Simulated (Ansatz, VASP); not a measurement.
## Two plane-wave programs on MnSb

```
Mn Sb
1.0
     0.00000    2.62220    2.62220
     2.62220    0.00000    2.62220
     2.62220    2.62220    0.00000
Mn Sb
1 1
Direct
  0.00000 0.00000 0.00000
  0.50000 0.50000 0.50000
```

Alike in both runs: functional PBE; k mesh 14 × 14 × 14; occupations gaussian, width 0.1 eV; no spin polarisation.

Ansatz relaxed the structure, and its values are those at the end. VASP's run is a single point on that final structure, the one shown.

|  | VASP | Ansatz |
| --- | --- | --- |
| version | VASP 6.6.1 | Ansatz 0.2.0 |
| potentials or method | VASP PAW PBE potentials, release 64 (Mn_pv, Sb), cutoff 520 eV | scalar-relativistic, plane waves, PAW |
| valence electrons in the cell | 18 | 30 |

|  | VASP | Ansatz | Ansatz less VASP |
| --- | --- | --- | --- |
| gap on the k mesh at the Fermi level (eV) | none | none | - |
| pressure (GPa) | -0.2 | 0.0 | +0.19 |

A gap of «none» marks a metal or a gap that the smearing closes. The functional is the same, so the differences come from potentials, cutoffs and numerics. VASP's potentials hold 18 valence electrons a cell and Ansatz's 30, so a difference there can come from the potentials and not from the codes.

Spin-orbit coupling is off throughout.
